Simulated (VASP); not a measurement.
# Ru (P6/mmm) in VASP: further runs

Ru is run at these levels: PBE; tasks: single point, relaxation of cell and atoms.

Program: VASP 6.6.1. These are calculated values, not measurements. Logs are shortened: lines on timing, memory, paths and dates and some standing lists are left out, and cuts for length are marked.

## Step 1: The cell of the first run

It takes space group P6/mmm (No. 191, hexagonal). The conventional cell has a = 2.572 Å, b = 2.572 Å, c = 2.404 Å, α = 90.00°, β = 90.00°, γ = 120.00°. Ru (site symmetry 6/mmm) has 8 Ru at 2.40 to 2.57 Å within 3.2 Å.

This isn't the form of Ru at room conditions, which is hcp.

## Step 2: Single point, PBE

INCAR reads:

```
SYSTEM = Ru
ALGO = Normal
EDIFF = 1E-6
ENCUT = 520
GGA = PE
ISIF = 2
ISMEAR = 0
LASPH = .True.
LCHARG = .False.
LREAL = .False.
LWAVE = .False.
NBANDS = 13
NELM = 80
PREC = Accurate
SIGMA = 0.1
```

KPOINTS reads:

```
k-points
0
Gamma
  9 9 8
  0 0 0
```

POSCAR reads:

```
Ru
1.0
    2.5723315739      0.0000000000      0.0000000000
   -1.2861657869      2.2277044899      0.0000000000
    0.0000000000      0.0000000000      2.4035223143
Ru
1
Direct
    0.0000000000      0.0000000000      0.0000000000
```

Potentials or basis: VASP PAW PBE potentials, release 64 (Ru_pv).

Launch:

```console
cat potpaw_PBE.64/Ru_pv/POTCAR > POTCAR
mpirun -np 1 vasp_std > vasp.out
```

OUTCAR:

```text
SYSTEM = Ru
   EDIFF = 1E-6
   ENCUT = 520
   GGA = PE
   ISIF = 2
   ISMEAR = 0
   LASPH = .True.
   LREAL = .False.
   NELM = 80
   PREC = Accurate

 ion  position               nearest neighbor table
   1  0.000  0.000  0.000-

  LATTYP: Found a hexagonal cell.
 ALAT       =     2.5723315739
 C/A-ratio  =     0.9343750000

  Lattice vectors:

 A1 = (   2.5723315739,   0.0000000000,   0.0000000000)
 A2 = (  -1.2861657869,   2.2277044899,   0.0000000000)
 A3 = (   0.0000000000,   0.0000000000,   2.4035223143)

Analysis of symmetry for initial positions (statically):
=====================================================================
 Subroutine PRICEL returns:
 Original cell was already a primitive cell.

 Routine SETGRP: Setting up the symmetry group for a
 hexagonal supercell.

 Subroutine GETGRP returns: Found 24 space group operations
 (whereof 24 operations were pure point group operations)
 out of a pool of 24 trial point group operations.

The static configuration has the point symmetry D_6h.

Analysis of symmetry for dynamics (positions and initial velocities):
=====================================================================
 Subroutine PRICEL returns:
 Original cell was already a primitive cell.

 Routine SETGRP: Setting up the symmetry group for a
 hexagonal supercell.

 Subroutine GETGRP returns: Found 24 space group operations
 (whereof 24 operations were pure point group operations)
 out of a pool of 24 trial point group operations.

The dynamic configuration has the point symmetry D_6h.

 Subroutine INISYM returns: Found 24 space group operations
 (whereof 24 operations are pure point group operations),
 and found     1 'primitive' translations

----------------------------------------------------------------------------------------

                                     Primitive cell

  volume of cell :      13.7731

  direct lattice vectors                    reciprocal lattice vectors
     2.572331574  0.000000000  0.000000000     0.388752372  0.224446286  0.000000000
    -1.286165787  2.227704490  0.000000000     0.000000000  0.448892573  0.000000000
     0.000000000  0.000000000  2.403522314     0.000000000  0.000000000  0.416056050

  length of vectors
     2.572331574  2.572331574  2.403522314     0.448892573  0.448892573  0.416056050

  position of ions in fractional coordinates (direct lattice)
     0.000000000  0.000000000  0.000000000

  ion indices of the primitive-cell ions
   primitive index   ion index
                 1           1

----------------------------------------------------------------------------------------

 KPOINTS: k-points

Automatic generation of k-mesh.
 Grid dimensions read from file:
 generate k-points for:    9    9    8

 Generating k-lattice:

  Cartesian coordinates                     Fractional coordinates (reciprocal lattice)
     0.043194708  0.024938476  0.000000000     0.111111111  0.000000000  0.000000000
     0.000000000  0.049876953  0.000000000     0.000000000  0.111111111  0.000000000
     0.000000000  0.000000000  0.052007006     0.000000000  0.000000000  0.125000000

  Length of vectors
     0.049876953  0.049876953  0.052007006

  Shift w.r.t. Gamma in fractional coordinates (k-lattice)
     0.000000000  0.000000000  0.000000000

 Subroutine IBZKPT returns following result:
 ===========================================

 Found     60 irreducible k-points:

 Following reciprocal coordinates:
            Coordinates               Weight
  0.000000  0.000000  0.000000      1.000000
  0.111111 -0.000000  0.000000      6.000000
  0.222222 -0.000000  0.000000      6.000000
  0.333333  0.000000  0.000000      6.000000
  0.444444 -0.000000  0.000000      6.000000
  0.111111  0.111111  0.000000      6.000000
[... 16 lines left out ...]
  0.333333  0.222222  0.125000     24.000000
  0.333333  0.333333  0.125000      4.000000
 [... further k-points ...]
   k-points           NKPTS =     60   k-points in BZ     NKDIM =     60   number of bands    NBANDS=     13
   number of dos      NEDOS =    301   number of ions     NIONS =      1
   total plane-waves  NPLWV =   7200
   dimension x,y,z NGX =    20 NGY =   20 NGZ =   18
   dimension x,y,z NGXF=    40 NGYF=   40 NGZF=   36
   ions per type =               1
   NGX,Y,Z   is equivalent  to a cutoff of  12.93, 12.93, 12.45 a.u.
   NGXF,Y,Z  is equivalent  to a cutoff of  25.85, 25.85, 24.90 a.u.
 SYSTEM =  Ru
   PREC   = accura    normal or accurate (medium, high low for compatibility)
   ISTART =      0    job   : 0-new  1-cont  2-samecut
   ICHARG =      2    charge: 1-file 2-atom 10-const
   ISPIN  =      1    spin polarized calculation?
   LNONCOLLINEAR =      F non collinear calculations
   LSORBIT =      F    spin-orbit coupling
   LASPH  =      T    aspherical Exc in radial PAW
   ENCUT  =  520.0 eV  38.22 Ry    6.18 a.u.   4.78  4.78  4.47*2*pi/ulx,y,z
   NELM   =     80;   NELMIN=  2; NELMDL= -5     # of ELM steps
   EDIFF  = 0.1E-05   stopping-criterion for ELM
   LREAL  =      F    real-space projection
   EDIFFG = 0.1E-04   stopping-criterion for IOM
   NSW    =      0    number of steps for IOM
   IBRION =     -1    ionic relax: 0-MD 1-quasi-New 2-CG
   NFREE  =      0    steps in history (QN), initial steepest desc. (CG)
   ISIF   =      2    stress and relaxation
   ISYM   =      2    0-nonsym 1-usesym 2-fastsym
   POTIM  = 0.5000    time-step for ionic-motion
   TEBEG  =    0.0;   TEEND  =   0.0 temperature during run
   PSTRESS=    0.0 pullay stress
   NELECT =      14.0000    total number of electrons
   NUPDOWN=      -1.0000    fix difference up-down
   EMIN   =  10.00;   EMAX   =-10.00  energy-range for DOS
   EFERMI =   0.00;   METHOD = LEGACY
   ISMEAR =     0;   SIGMA  =   0.10  broadening in eV -4-tet -1-fermi 0-gaus
   EFERMI_NEDOS =   21; number of points for ismear=-14 and -15
   IALGO  =     38    algorithm
   IMIX   =      4    mixing-type and parameters
     AMIX     =   0.40;   BMIX     =  1.00
     AMIX_MAG =   1.60;   BMIX_MAG =  1.00
  volume/ion in A,a.u.               =      13.77        92.95
  Fermi-wavevector in a.u.,A,eV,Ry     =   1.646038  3.110561 36.864199  2.709442
  Thomas-Fermi vector in A             =   2.735734
   LORBIT       =      0    0 simple, 1 ext, 2 COOP (PROOUT), +10 PAW based schemes
   GGA     = PE    functional components
   LHFCALC =     F    Hartree Fock is set to
   AEXX    =    0.0000 exact exchange contribution
   IVDW    =     0    specifies the selected vdW correction
   LEPSILON=     F    determine dielectric tensor
   LRPA    =     F    only Hartree local field effects (RPA)
 non-spin polarized calculation
 Gauss-broadening in eV      SIGMA  =   0.10
  energy-cutoff  :      520.00
  volume of cell :       13.77
 maximum number of plane-waves:       393
 NGX is ok and might be reduce to    20
   NGX =  9   NGY =  9   NGZ =  9

 number of electron      13.9999994 magnetization

 Free energy of the ion-electron system (eV)
  ---------------------------------------------------
  ext. energy  EPLUGINS =         0.00000000
  ---------------------------------------------------
  free energy    TOTEN  =        -8.32349611 eV

  energy without entropy =       -8.31846472  energy(sigma->0) =       -8.32098041

 E-fermi :  12.6813     XC(G=0): -13.9238

 val. band max:       12.6315810307   @ k =   0.3333   0.1111   0.1250
 cond. band min:      12.7321416751   @ k =   0.1111   0.1111   0.2500
 fundamental gap:      0.1005606444
 Fermi energy:        12.6812634036

 k-point     1 :       0.0000    0.0000    0.0000
  band No.  band energies     occupation
      1     -29.6674      2.00000
      2     -29.6674      2.00000
      3     -29.6130      2.00000
      4       4.8183      2.00000
      5       6.6399      2.00000
      6      10.0978      2.00000
      7      10.0978      2.00000
      8      14.8158      0.00000
      9      14.8158      0.00000
     10      23.5537      0.00000
     11      27.8202      0.00000
     12      30.3768      0.00000
     13      35.8825      0.00000

 k-point     2 :       0.1111   -0.0000    0.0000
  band No.  band energies     occupation
      1     -29.8183      2.00000
      2     -29.7017      2.00000
      3     -29.5972      2.00000
      4       5.3202      2.00000
      5       6.8423      2.00000
      6       9.7204      2.00000
      7      10.5399      2.00000
      8      14.3930      0.00000
      9      14.7407      0.00000
     10      23.5536      0.00000
     11      28.7124      0.00000
     12      31.3134      0.00000
     13      33.4586      0.00000

 k-point     3 :       0.2222   -0.0000    0.0000
  band No.  band energies     occupation
      1     -30.1907      2.00000
      2     -29.7877      2.00000
      3     -29.5571      2.00000
      4       6.3873      2.00000
      5       7.2903      2.00000
      6       9.3874      2.00000
      7      11.7760      2.00000
      8      13.4555      0.00000
      9      14.5549      0.00000
     10      23.5535      0.00000
     11      28.4655      0.00000
     12      32.2682      0.00000
     13      32.2715      0.00000
[... 305 lines left out ...]
 k-point    23 :       0.3333    0.2222    0.1250
  band No.  band energies     occupation
      1     -30.6795      2.00000
      2     -30.2320      2.00000
      3     -29.6928      2.00000
      4       8.1432      2.00000
      5       8.9365      2.00000
      6       9.7646      2.00000
      7      12.1029      2.00000
      8      12.6237      1.58413
      9      18.9361      0.00000
     10      22.4691      0.00000
     11      23.5550      0.00000
     12      24.7338      0.00000
     13      33.3832      0.00000

 k-point    24 :       0.3333    0.3333    0.1250
  band No.  band energies     occupation
      1     -30.5015      2.00000
      2     -30.5015      2.00000
      3     -29.6839      2.00000
      4       9.0684      2.00000
      5       9.2163      2.00000
      6       9.2163      2.00000
      7      12.0443      2.00000
      8      12.0443      2.00000
      9      21.6816      0.00000
     10      21.8229      0.00000
     11      21.8229      0.00000
     12      23.5551      0.00000
     13      35.4155      0.00000

 [... further k-points ...]
[... 5 lines left out ...]
  --------------------------------------------------------------------------------------
  -------------------------------------------------------------------------------------
  Total        2.3145524      2.3145524      2.1520578      0.0000000      0.0000000      0.0000000
  in kB      269.2433057    269.2433057    250.3409129      0.0000000      0.0000000      0.0000000
  external PRESSURE =     262.9425081 kB  Pullay stress =       0.0000000 kB

 VOLUME and BASIS-vectors are now :
 -----------------------------------------------------------------------------
  energy-cutoff  :      520.00
  volume of cell :       13.77
      direct lattice vectors                 reciprocal lattice vectors
     2.572331574  0.000000000  0.000000000     0.388752372  0.224446286  0.000000000
    -1.286165787  2.227704490  0.000000000     0.000000000  0.448892573  0.000000000
     0.000000000  0.000000000  2.403522314     0.000000000  0.000000000  0.416056050

 POSITION                                       TOTAL-FORCE (eV/Angst)
 -----------------------------------------------------------------------------------
      0.00000      0.00000      0.00000         0.000000      0.000000      0.000000
 -----------------------------------------------------------------------------------
    total drift:                                0.000000      0.000000      0.000000

  FREE ENERGIE OF THE ION-ELECTRON SYSTEM (eV)
  ---------------------------------------------------
  free  energy   TOTEN  =        -8.3234961083 eV

  energy  without entropy=       -8.3184647172  energy(sigma->0) =       -8.32098041
```

Run time: 15 s. Hardware: 1 thread of Intel Xeon 8259CL, shared host; peak memory 0.13 GiB.

What came out:

| Quantity | Value |
| --- | --- |
| Free energy | -8.3235 eV |
| Pressure | 26.3 GPa |
| Band gap on the k mesh | zero (bands 7 and 8 overlap by 3.72 eV) |

Levels at points of the mesh, in eV from the Fermi level:
| k point | band 4 | band 5 | band 6 | band 7 | band 8 | band 9 | band 10 | band 11 |
| --- | --- | --- | --- | --- | --- | --- | --- | --- |
| (0.00, 0.00, 0.00) | -7.86 | -6.04 | -2.58 | -2.58 | 2.13 | 2.13 | 10.87 | 15.14 |
| (0.00, 0.00, 0.50) | -4.98 | -1.84 | -1.84 | -0.94 | -0.94 | -0.36 | 9.07 | 10.88 |

Caveat: the cell stands under pressure.

## Step 3: Single point, PBE

This run uses another cell than the first one, of 15.02 Å³/atom.

INCAR reads:

```
PREC = Accurate
ENCUT = 520
EDIFF = 1E-6
ISMEAR = 0
SIGMA = 0.1
LREAL = False
LASPH = True
NELM = 100
ALGO = Fast
ISIF = 2
LWAVE = False
LCHARG = True
GGA = PE
LELF = True
LVHAR = True
NBANDS = 13
```

KPOINTS reads:

```
Automatic mesh
0
Gamma
  9 9 8
```

POSCAR reads:

```
Ru
1.0
    2.6564081436      0.0000000000      0.0000000000
   -1.3282040718      2.3005169352      0.0000000000
    0.0000000000      0.0000000000      2.4574790116
Ru
1
Direct
    0.0000000000      0.0000000000      0.0000000000
```

Potentials or basis: VASP PAW PBE potentials, release 64 (Ru_pv).

Launch:

```console
cat potpaw_PBE.64/Ru_pv/POTCAR > POTCAR
mpirun -np 1 vasp_std > vasp.out
```

Run time: 13 s. Hardware: 1 thread of Intel Xeon 8259CL, shared host; peak memory 0.13 GiB.

It converged, with:

```
Free energy            : -8.4190 eV
Pressure               : -0.1 GPa
Band gap on the k mesh : zero (bands 7 and 8 overlap by 3.31 eV)
```

Levels at points of the mesh, in eV from the Fermi level:
| k point | band 3 | band 4 | band 5 | band 6 | band 7 | band 8 | band 9 | band 10 | band 11 | band 12 |
| --- | --- | --- | --- | --- | --- | --- | --- | --- | --- | --- |
| (0.00, 0.00, 0.00) | -42.28 | -7.37 | -5.43 | -2.29 | -2.29 | 1.85 | 1.85 | 10.93 | 15.06 | 17.28 |
| (0.00, 0.00, 0.50) | -42.24 | -4.53 | -1.61 | -1.61 | -0.95 | -0.95 | -0.18 | 8.26 | 10.93 | 18.54 |

Caveat: an empty level that is flat over the whole mesh can mark a ghost state of the potentials, or a narrow d or f band.

(Part 1 of 2 ends here.)
